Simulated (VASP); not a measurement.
Here is a VASP 6.6.1 calculation.

POSCAR

```
Al
1.0
   -1.5943685756      1.5943685756     -1.5943685756
   -1.5943685756     -1.5943685756      1.5943685756
    0.0000000000     10.6201149894     10.6201149894
Al
4
Direct
    0.0000000000      0.0000000000      0.5254453478
    0.5000000000      0.5000000000      0.0750636211
    0.0000000000      0.0000000000      0.2251908634
    0.5000000000      0.5000000000      0.3753181056
```

INCAR.step1

```
SYSTEM = Al
ALGO = Normal
EDIFF = 1E-4
ENCUT = 520
GGA = PE
ISMEAR = 0
LASPH = .True.
LCHARG = .False.
LREAL = .False.
LWAVE = .True.
NBANDS = 14
NELM = 100
PREC = Accurate
SIGMA = 0.15
```

The input INCAR.step2:

```
SYSTEM = Al
ALGO = Normal
EDIFF = 1E-6
ENCUT = 520
ISIF = 2
ISMEAR = 0
ISTART = 1
LASPH = .True.
LCHARG = .False.
LMIXTAU = .True.
LREAL = .False.
LWAVE = .False.
METAGGA = R2SCAN
NBANDS = 14
NELM = 100
PREC = Accurate
SIGMA = 0.15
```

The input KPOINTS:

```
k-points
0
Gamma
  22 22 7
  0 0 0
```

Potentials or basis: VASP PAW PBE potentials, release 64 (Al).

Command:

```bash
$ cat potpaw_PBE.64/Al/POTCAR > POTCAR
$ cp INCAR.step1 INCAR
$ mpirun -np 1 vasp_std > vasp.out
$ cp INCAR.step2 INCAR
$ mpirun -np 1 vasp_std > vasp.out
```

(1) Predict the band gap on the k mesh.

(2) Estimate the largest force.

Results:

(1) zero (bands 6 and 7 overlap by 3.64 eV).

(2) 0.130 eV/Å.

Caveat: the cell differs from its parent crystal (the distance across one plane changed); there is no dipole correction, which matters where the two faces differ; the PAW data sets were made with another functional, which shifts forces and pressure a little.
